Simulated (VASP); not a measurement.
A run of VASP 6.6.1 is set up as follows.

File INCAR:

```
SYSTEM = Be
PREC = Accurate ; ENCUT = 600
EDIFF = 1E-6 ; ISMEAR = -1
SIGMA = 0.1 ; LREAL = .FALSE.
LASPH = .TRUE. ; NELM = 120
ALGO = Normal ; ISIF = 2
LWAVE = .FALSE. ; LCHARG = .FALSE.
GGA = PE ; NBANDS = 7
GGA_COMPAT = .FALSE.
```

Contents of KPOINTS:

```
Automatic mesh
0
G
  4 4 4
  0 0 0
```

Contents of POSCAR:

```
Be
1.0
   -1.5790250860      0.0000000000      1.5790250860
    0.0000000000      1.5790250860      1.5790250860
   -1.5790250860      1.5790250860      0.0000000000
Be
1
Direct
    0.0000000000      0.0000000000      0.0000000000
```

Potentials or basis: VASP PAW PBE potentials, release 64 (Be).

Launch:

```bash
$ cat potpaw_PBE.64/Be/POTCAR > POTCAR
$ mpirun -np 1 vasp_std > vasp.out
```

Predict the band gap on the k mesh.

zero (band 1 reaches 8.52 eV, above the bottom of band 2 at 7.57 eV).

Predict the pressure.

9.2 GPa.

Caveat: the k points lie up to 0.86 Å⁻¹ apart.
